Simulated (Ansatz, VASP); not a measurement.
**MgO in VASP and in Ansatz**

INCAR

```
ALGO = Normal ; EDIFF = 1E-6
ENCUT = 520 ; GGA = PE
ISIF = 2 ; ISMEAR = 0
LASPH = T ; LCHARG = F
LREAL = F ; LWAVE = F
NBANDS = 16 ; NELM = 80
PREC = Accurate ; SIGMA = 0.05
```

File KPOINTS:

```
k-points
0
Gamma
  9 9 6
```

The input POSCAR:

```
MgO
1.0
    3.6622000000      0.0000000000      0.0000000000
   -1.8311000000      3.1715582337      0.0000000000
    0.0000000000      0.0000000000      4.3666000000
Mg O
2 2
Direct
    0.6666666667      0.3333333333      0.7500000000
    0.3333333333      0.6666666667      0.2500000000
    0.6666666667      0.3333333333      0.2500000000
    0.3333333333      0.6666666667      0.7500000000
```

Input for Ansatz:

```yaml
crystal:
  lattice:
    - [3.6622, 0.0, 0.0]
    - [-1.8311, 3.1715582337, 0.0]
    - [0.0, 0.0, 4.3666]
  atoms:
    - { symbol: Mg, position: [0.6666666667, 0.3333333333, 0.75] }
    - { symbol: Mg, position: [0.3333333333, 0.6666666667, 0.25] }
    - { symbol: O, position: [0.6666666667, 0.3333333333, 0.25] }
    - { symbol: O, position: [0.3333333333, 0.6666666667, 0.75] }
basis:
  ecutwfc: 520.0
kpoints:
  mp_grid: { grid: [9, 9, 6] }
hamiltonian:
  xc: pbe
  pseudopotentials: { kind: paw, azcp: { folder: soft_1 } }
scf:
  occupations: { method: gaussian, width: 0.05 }
output:
  forces: true
  stress: true
  eigenvalues: true
```

Alike in both runs: task single point; functional PBE; k mesh 9 × 9 × 6; occupations gaussian, width 0.05 eV; no spin polarisation.

|  | VASP | Ansatz |
| --- | --- | --- |
| version | VASP 6.6.1 | Ansatz 0.2.0 |
| potentials or method | VASP PAW PBE potentials, release 64 (Mg, O), cutoff 520 eV | scalar-relativistic, plane waves, PAW |
| valence electrons in the cell | 16 | 32 |

```tsv
	VASP	Ansatz	Ansatz less VASP
gap on the k mesh at the Fermi level (eV)	2.75	2.77	+0.020
least direct gap on the mesh (eV)	2.75	2.77	+0.020
pressure (GPa)	-11.3	-10.7	+0.55
traceless stress, the component that is largest in VASP (GPa)	0.03	0.11	+0.073
```

VASP's potentials hold 16 valence electrons a cell and Ansatz's 32, so a difference there can come from the potentials and not from the codes.
